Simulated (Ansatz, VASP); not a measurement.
# One calculation of LaRe, two programs

```xyz
2
Lattice="3.5836 0.0000 0.0000 0.0000 3.5836 0.0000 0.0000 0.0000 3.5836" Properties=species:S:1:pos:R:3 pbc="T T T"
La    0.0000    0.0000    0.0000
Re    1.7918    1.7918    1.7918
```

Alike in both runs: task single point; functional PBE; k mesh 10 × 10 × 10; occupations gaussian, width 0.05 eV; no spin polarisation.

|  | VASP | Ansatz |
| --- | --- | --- |
| version | VASP 6.6.1 | Ansatz 0.2.0 |
| potentials or method | VASP PAW PBE potentials, release 64 (La, Re), cutoff 520 eV | scalar-relativistic, plane waves, PAW |
| valence electrons in the cell | 18 | 26 |

|  | VASP | Ansatz | Ansatz less VASP |
| --- | --- | --- | --- |
| gap on the k mesh at the Fermi level (eV) | none | none | - |
| pressure (GPa) | -0.1 | 0.0 | +0.08 |

A gap of «none» marks a metal or a gap that the smearing closes. VASP's potentials hold 18 valence electrons a cell and Ansatz's 26, so a difference there can come from the potentials and not from the codes.

Spin-orbit coupling is off throughout.
